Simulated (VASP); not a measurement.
# MgH2 (P4_2/mnm) in VASP: notebook

Aim: see how the results for MgH2 move with the level of theory and the settings. Levels: PBE, PBEsol. Tasks: dielectric tensor, vibrations by perturbation theory.

Program: VASP 6.6.1. These are calculated values, not measurements. Logs are shortened: lines on timing, memory, paths and dates and some standing lists are left out, and cuts for length are marked.

### Step 1. The cell of the first run

Symmetry: P4_2/mnm, No. 136, tetragonal system. Conventional cell: a = 4.485 Å, b = 4.485 Å, c = 2.996 Å, α = 90.00°, β = 90.00°, γ = 90.00°. Mg (site symmetry mmm) has 6 H at 1.93 to 1.94 Å within 2.6 Å. Within 2.6 Å of H (site symmetry m2m) lie 3 Mg at 1.93 to 1.94 Å and 1 H at 2.48 Å.

### Step 2. Dielectric tensor, PBE

The input, INCAR:

```
SYSTEM = MgH2
PREC = Accurate
ENCUT = 520
EDIFF = 1E-8
ISMEAR = 0
SIGMA = 0.01
LREAL = .False.
LASPH = .True.
NELM = 120
ALGO = Normal
ISIF = 2
LWAVE = .False.
LCHARG = .False.
GGA = PE
LEPSILON = .True.
GGA_COMPAT = .False.
```

The input, KPOINTS:

```
regular mesh
0
Gamma
  6 6 8
  0 0 0
```

The input, POSCAR:

```
MgH2
1.0
    4.4849452995      0.0000000000      0.0000000000
    0.0000000000      4.4849452995      0.0000000000
    0.0000000000      0.0000000000      2.9964065034
Mg H
2 4
Direct
    0.0000000000      0.0000000000      0.0000000000
    0.5000000000      0.5000000000      0.5000000000
    0.3046827735      0.3046827735      0.0000000000
    0.1953172265      0.8046827735      0.5000000000
    0.6953172265      0.6953172265      0.0000000000
    0.8046827735      0.1953172265      0.5000000000
```

Potentials or basis: VASP PAW PBE potentials, release 64 (Mg, H).

Started as:

```sh
$ cat potpaw_PBE.64/Mg/POTCAR potpaw_PBE.64/H/POTCAR > POTCAR
$ mpirun -np 1 vasp_std > vasp.out
```

OUTCAR:

```text
SYSTEM = MgH2
   PREC = Accurate
   ENCUT = 520
   EDIFF = 1E-8
   ISMEAR = 0
   LREAL = .False.
   LASPH = .True.
   NELM = 120
   ISIF = 2
   GGA = PE
   LEPSILON = .True.

 ion  position               nearest neighbor table
   1  0.000  0.000  0.000-   3 1.93   5 1.93   4 1.94   6 1.94   4 1.94   6 1.94   2 3.51   2 3.51
                             2 3.51   2 3.51   2 3.51   2 3.51   2 3.51   2 3.51
   2  0.500  0.500  0.500-   4 1.93   6 1.93   5 1.94   3 1.94   3 1.94   5 1.94   1 3.51   1 3.51
                             1 3.51   1 3.51   1 3.51   1 3.51   1 3.51   1 3.51
   3  0.305  0.305  0.000-   1 1.93   2 1.94   2 1.94
   4  0.195  0.805  0.500-   2 1.93   1 1.94   1 1.94
   5  0.695  0.695  0.000-   1 1.93   2 1.94   2 1.94
   6  0.805  0.195  0.500-   2 1.93   1 1.94   1 1.94

  LATTYP: Found a simple tetragonal cell.
 ALAT       =     4.4849452995
 C/A-ratio  =     0.6681032439

  Lattice vectors:

 A1 = (   4.4849452995,   0.0000000000,   0.0000000000)
 A2 = (   0.0000000000,   4.4849452995,   0.0000000000)
 A3 = (   0.0000000000,   0.0000000000,   2.9964065034)

Analysis of symmetry for initial positions (statically):
=====================================================================
 Subroutine PRICEL returns:
 Original cell was already a primitive cell.

 Routine SETGRP: Setting up the symmetry group for a
 simple tetragonal supercell.

 Subroutine GETGRP returns: Found 16 space group operations
 (whereof  8 operations were pure point group operations)
 out of a pool of 16 trial point group operations.

The static configuration has the point symmetry D_2h.
 The point group associated with its full space group is D_4h.

Analysis of symmetry for dynamics (positions and initial velocities):
=====================================================================
 Subroutine PRICEL returns:
 Original cell was already a primitive cell.

 Routine SETGRP: Setting up the symmetry group for a
 simple tetragonal supercell.

 Subroutine GETGRP returns: Found 16 space group operations
 (whereof  8 operations were pure point group operations)
 out of a pool of 16 trial point group operations.

The dynamic configuration has the point symmetry D_2h.
 The point group associated with its full space group is D_4h.

 Subroutine INISYM returns: Found 16 space group operations
 (whereof  8 operations are pure point group operations),
 and found     1 'primitive' translations

----------------------------------------------------------------------------------------

                                     Primitive cell

  volume of cell :      60.2719

  direct lattice vectors                    reciprocal lattice vectors
     4.484945299  0.000000000  0.000000000     0.222968160  0.000000000  0.000000000
     0.000000000  4.484945299  0.000000000     0.000000000  0.222968160  0.000000000
     0.000000000  0.000000000  2.996406503     0.000000000  0.000000000  0.333733090

  length of vectors
     4.484945299  4.484945299  2.996406503     0.222968160  0.222968160  0.333733090

  position of ions in fractional coordinates (direct lattice)
     0.000000000  0.000000000  0.000000000
     0.500000000  0.500000000  0.500000000
     0.304682773  0.304682773  0.000000000
     0.195317227  0.804682773  0.500000000
     0.695317227  0.695317227  0.000000000
     0.804682773  0.195317227  0.500000000

  ion indices of the primitive-cell ions
   primitive index   ion index
                 1           1
                 2           2
                 3           3
                 4           4
                 5           5
                 6           6

----------------------------------------------------------------------------------------

 KPOINTS: regular mesh

Automatic generation of k-mesh.
[... 113 lines left out ...]
 fundamental gap:      3.8355654917
 Fermi energy:        -0.4601443603

 k-point     1 :       0.0000    0.0000    0.0000
  band No.  band energies     occupation
      1      -7.0409      2.00000
      2      -1.9919      2.00000
      3      -1.9919      2.00000
      4      -0.9704      2.00000
      5       4.1981      0.00000
      6       4.5805      0.00000
      7       8.7205      0.00000
      8       8.7205      0.00000
[... 243 lines left out ...]
 k-point    24 :       0.5000    0.0000    0.2500
  band No.  band energies     occupation
      1      -4.5475      2.00000
      2      -4.5475      2.00000
      3      -0.8399      2.00000
      4      -0.8399      2.00000
      5       5.3422      0.00000
      6       5.3422      0.00000
      7       6.8644      0.00000
      8       6.8644      0.00000

 [... further k-points ...]

  FORCE on cell =-STRESS in cart. coord.  units (eV):
  Direction    XX          YY          ZZ          XY          YZ          ZX
  --------------------------------------------------------------------------------------
  -------------------------------------------------------------------------------------
  Total        0.2580675      0.2580675      0.3281376     -0.0000000      0.0000000      0.0000000
  in kB        6.8600740      6.8600740      8.7227128     -0.0000000      0.0000000      0.0000000
  external PRESSURE =       7.4809536 kB  Pullay stress =       0.0000000 kB

 VOLUME and BASIS-vectors are now :
 -----------------------------------------------------------------------------
  energy-cutoff  :      520.00
  volume of cell :       60.27
      direct lattice vectors                 reciprocal lattice vectors
     4.484945299  0.000000000  0.000000000     0.222968160  0.000000000  0.000000000
     0.000000000  4.484945299  0.000000000     0.000000000  0.222968160  0.000000000
     0.000000000  0.000000000  2.996406503     0.000000000  0.000000000  0.333733090

 POSITION                                       TOTAL-FORCE (eV/Angst)
 -----------------------------------------------------------------------------------
      0.00000      0.00000      0.00000         0.000000      0.000000      0.000000
      2.24247      2.24247      1.49820         0.000000      0.000000      0.000000
      1.36649      1.36649      0.00000        -0.011757     -0.011757      0.000000
      0.87599      3.60896      1.49820         0.011757     -0.011757      0.000000
      3.11846      3.11846      0.00000         0.011757      0.011757     -0.000000
      3.60896      0.87599      1.49820        -0.011757      0.011757     -0.000000
 -----------------------------------------------------------------------------------
    total drift:                                0.000000      0.000000     -0.000000

  FREE ENERGIE OF THE ION-ELECTRON SYSTEM (eV)
  ---------------------------------------------------
  free  energy   TOTEN  =       -17.6508401621 eV

  energy  without entropy=      -17.6508401621  energy(sigma->0) =      -17.65084016

 HEAD OF MICROSCOPIC STATIC DIELECTRIC TENSOR (INDEPENDENT PARTICLE, excluding Hartree and local field effects)
 ------------------------------------------------------
           3.979232     0.000000     0.000000
           0.000000     3.979232     0.000000
           0.000000     0.000000     4.047176
 ------------------------------------------------------

 Free energy of the ion-electron system (eV)
  ---------------------------------------------------
  ---------------------------------------------------
  free energy    TOTEN  =        -0.54992433 eV

  energy without entropy =       -0.54992433

------------------------ aborting loop because EDIFF is reached ----------------------------------------

--------------------------------------- Ionic step        2  -------------------------------------------

------------------------ aborting loop because EDIFF is reached ----------------------------------------

--------------------------------------- Ionic step        3  -------------------------------------------

 Free energy of the ion-electron system (eV)
  ---------------------------------------------------
  ---------------------------------------------------
  free energy    TOTEN  =        -0.56167365 eV

  energy without entropy =       -0.56167365

------------------------ aborting loop because EDIFF is reached ----------------------------------------

 PIEZOELECTRIC TENSOR FIELD DIRECTION 3  (e Angst)
 -----------------------------------------------------------------------------
    -0.00469  0.00000  0.00000           (  0.00000 -0.00000  0.00000)
    -0.00000 -0.00469  0.00000           ( -0.00000  0.00000  0.00000)
     0.00000  0.00000  0.01046           (  0.00000  0.00000  0.00001)

 PIEZOELECTRIC TENSOR FIELD DIRECTION 3  (C/m^2)
 -----------------------------------------------------------------------------
    -0.00125  0.00000  0.00000
    -0.00000 -0.00125  0.00000
     0.00000  0.00000  0.00278

 MACROSCOPIC STATIC DIELECTRIC TENSOR (including local field effects in DFT)
 ------------------------------------------------------
           3.912526     0.000000     0.000000
          -0.000000     3.912526     0.000000
           0.000000     0.000000     3.950025
 ------------------------------------------------------

 PIEZOELECTRIC TENSOR (including local field effects)  for field in x, y, z        (e  Angst)
          XX          YY          ZZ          XY          YZ          ZX
  --------------------------------------------------------------------------------
  x     0.00000     0.00000     0.00000     0.00000     0.00000     0.00000
  y     0.00000     0.00000     0.00000     0.00000     0.00000     0.00000
  z     0.00000     0.00000     0.00000     0.00000     0.00000     0.00000

 PIEZOELECTRIC TENSOR (including local field effects)  for field in x, y, z        (C/m^2)
          XX          YY          ZZ          XY          YZ          ZX
  --------------------------------------------------------------------------------
  x     0.00000     0.00000     0.00000     0.00000     0.00000     0.00000
  y     0.00000     0.00000     0.00000     0.00000     0.00000     0.00000
  z     0.00000     0.00000     0.00000     0.00000     0.00000     0.00000

 BORN EFFECTIVE CHARGES (including local field effects) (in |e|, cummulative output)
 ---------------------------------------------------------------------------------
 ion    1
    1     1.85648     0.12447     0.00000
    2     0.12447     1.85648     0.00000
    3     0.00000     0.00000     1.94601
 ion    2
    1     1.85648    -0.12447     0.00000
    2    -0.12447     1.85648     0.00000
    3     0.00000     0.00000     1.94601
 ion    3
    1    -0.92824    -0.21388     0.00000
    2    -0.21388    -0.92824     0.00000
    3     0.00000     0.00000    -0.97301
 ion    4
    1    -0.92824     0.21388     0.00000
    2     0.21388    -0.92824     0.00000
    3     0.00000     0.00000    -0.97301
 ion    5
    1    -0.92824    -0.21388     0.00000
    2    -0.21388    -0.92824     0.00000
    3     0.00000     0.00000    -0.97301
 ion    6
    1    -0.92824     0.21388     0.00000
    2     0.21388    -0.92824     0.00000
    3     0.00000     0.00000    -0.97301
```

It took 99 s on 1 thread of Intel Xeon Platinum 8488C (Sapphire Rapids), shared host; peak memory 0.27 GiB.

What came out:

- Band gap on the k mesh: 3.84 eV (least direct gap 4.60 eV)
- Electronic dielectric tensor (diagonal): 3.91, 3.91, 3.95
- Born charges (mean of the diagonal): Mg +1.89; H -0.94 e

Levels at points of the mesh, in eV from the valence-band top:
| k point | band 2 | band 3 | band 4 | band 5 | band 6 | band 7 |
| --- | --- | --- | --- | --- | --- | --- |
| (0.00, 0.00, 0.00) | -1.46 | -1.46 | -0.44 | 4.73 | 5.11 | 9.25 |
| (0.50, 0.00, 0.00) | -4.88 | -0.51 | -0.51 | 5.38 | 5.38 | 10.16 |
| (0.50, 0.50, 0.00) | -3.79 | -2.77 | -2.77 | 9.15 | 9.15 | 9.26 |
| (0.00, 0.00, 0.50) | -3.05 | -0.08 | -0.08 | 6.41 | 6.41 | 6.85 |
| (0.50, 0.00, 0.50) | -2.30 | -1.09 | -1.09 | 5.21 | 5.21 | 6.88 |
| (0.50, 0.50, 0.50) | -1.90 | -0.96 | -0.96 | 3.91 | 3.91 | 4.19 |

Electronic dielectric tensor:
```
3.91 0.00 0.00
0.00 3.91 0.00
0.00 0.00 3.95
```

Born effective charge tensors (e):
atom 1, Mg
```
1.86 0.12 0.00
0.12 1.86 0.00
0.00 0.00 1.95
```
atom 2, Mg
```
 1.86 -0.12  0.00
-0.12  1.86  0.00
 0.00  0.00  1.95
```
atom 3, H
```
-0.93 -0.21  0.00
-0.21 -0.93  0.00
 0.00  0.00 -0.97
```
atom 4, H
```
-0.93  0.21  0.00
 0.21 -0.93  0.00
 0.00  0.00 -0.97
```
atom 5, H
```
-0.93 -0.21  0.00
-0.21 -0.93  0.00
 0.00  0.00 -0.97
```
atom 6, H
```
-0.93  0.21  0.00
 0.21 -0.93  0.00
 0.00  0.00 -0.97
```

(Part 1 of 2 ends here.)
